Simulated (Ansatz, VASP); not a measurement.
# Two plane-wave programs on BiAs

The input INCAR:

```
SYSTEM = BiAs
ALGO     = Normal         ! electronic algorithm
EDIFF    = 1E-6           ! SCF threshold, eV
EDIFFG   = -0.005         ! ionic threshold
ENCUT    = 600            ! plane-wave cutoff, eV
GGA      = PE             ! functional
IBRION   = 2              ! ionic algorithm
ISIF     = 3              ! what is computed and relaxed
ISMEAR   = -1             ! smearing method
LASPH    = .TRUE.         ! aspherical terms in the spheres
LCHARG   = .FALSE.        ! write CHGCAR
LREAL    = .FALSE.        ! projectors in reciprocal space
LWAVE    = .FALSE.        ! write WAVECAR
NELM     = 80             ! most SCF steps
NSW      = 100            ! ionic steps
PREC     = Accurate       ! precision mode
SIGMA    = 0.05           ! smearing width, eV
```

Contents of KPOINTS:

```
k-points
0
G
  13 13 13
  0 0 0
```

The input POSCAR:

```
BiAs
1.0
    3.2421526358      0.0000000000      0.0000000000
    0.0000000000      3.2421526358      0.0000000000
    0.0000000000      0.0000000000      3.2421526358
As Bi
1 1
Direct
    0.0000000000      0.0000000000      0.0000000000
    0.5000000000      0.5000000000      0.5000000000
```

Input for Ansatz:

```yaml
crystal:
  lattice:
    - [3.2421526358, 0.0, 0.0]
    - [0.0, 3.2421526358, 0.0]
    - [0.0, 0.0, 3.2421526358]
  atoms:
    - { symbol: As, position: [0.0, 0.0, 0.0] }
    - { symbol: Bi, position: [0.5, 0.5, 0.5] }
kpoints:
  mp_grid: { grid: [13, 13, 13] }
scf:
  occupations: { method: fermi_dirac, width: 0.05 }
hamiltonian:
  xc: pbe
  pseudopotentials: { kind: paw }
output:
  forces: true
  stress: true
relax:
  f_tol: 0.005
  max_steps: 80
  cell: {}
```

Alike in both runs: task relaxation of cell and atoms; functional PBE; k mesh 13 × 13 × 13; occupations fermi-dirac, width 0.05 eV; no spin polarisation.

|  | VASP | Ansatz |
| --- | --- | --- |
| version | VASP 6.6.1 | Ansatz 0.2.0 |
| potentials or method | VASP PAW PBE potentials, release 64 (As, Bi_d) | PAW with Ansatz's default frozen-core files, scalar-relativistic |
| plane-wave cutoff (eV) | 600 | 420 |
| valence electrons in the cell | 20 | 30 |

Ansatz gave:

| Quantity | Value |
| --- | --- |
| relaxed volume (Å³/atom) | 25.20 |
| relaxed cell length with the largest relative difference (Å) | 3.694 |

Problem. What did VASP give for the same quantities?

Solution. Relaxed volume (Å³/atom): 25.23; relaxed cell length with the largest relative difference (Å): 3.695.

VASP's potentials hold 20 valence electrons a cell and Ansatz's 30, so a difference there can come from the potentials and not from the codes.

Neither program's run includes spin-orbit coupling. Noted on VASP's run: the volume moved by over 15 % at a fixed basis, so the end points are rough.
